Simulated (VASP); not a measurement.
TaN:

```
Ta N
1.0
     0.00000    2.25469    2.25469
     2.25469    0.00000    2.25469
     2.25469    2.25469    0.00000
Ta N
1 1
Cartesian
  2.2547 2.2547 2.2547
  0.0000 0.0000 0.0000
```

This cell differs from its parent crystal: volume scaled by 1.06.

Base run:

```yaml
Program: VASP 6.6.1
Functional: PBEsol
Potentials_or_basis: VASP PAW PBE potentials, release 64 (Ta_pv, N)
Cutoff: 520 eV
k_mesh: 10 × 10 × 10
Occupations: fermi-dirac, width 0.05 eV
Spin: no spin polarisation
```

Its results: band gap on the k mesh zero (band 8 reaches 10.22 eV, above the bottom of band 9 at 6.61 eV); pressure -25.8 GPa.

After a change of settings the same cell gave: band gap on the k mesh zero (band 8 reaches 10.22 eV, above the bottom of band 9 at 6.61 eV); pressure -32.1 GPa. Which change was it?
A. functional from PBEsol to r2SCAN; further incar settings from ALGO = Normal; EDIFF = 1e-06; NBANDS = 15 to ALGO = Normal; EDIFF = 1e-07; NBANDS = 15
B. cutoff from 520 eV to 600 eV; dispersion from none to D3(BJ)
C. functional from PBEsol to BLYP; cutoff from 520 eV to 600 eV; dispersion from none to D3(BJ)
D. functional from PBEsol to LDA; potentials or basis from VASP PAW PBE potentials, release 64 (Ta_pv, N) to VASP PAW LDA potentials, release 64 (Ta_pv, N); cutoff from 520 eV to 600 eV

B.

Caveats: the PAW data sets were made with another functional, which shifts forces and pressure a little; spin-orbit coupling is left out, which moves the levels of the heavy elements; pairwise dispersion overbinds metals, which lowers pressure and volume (some runs).
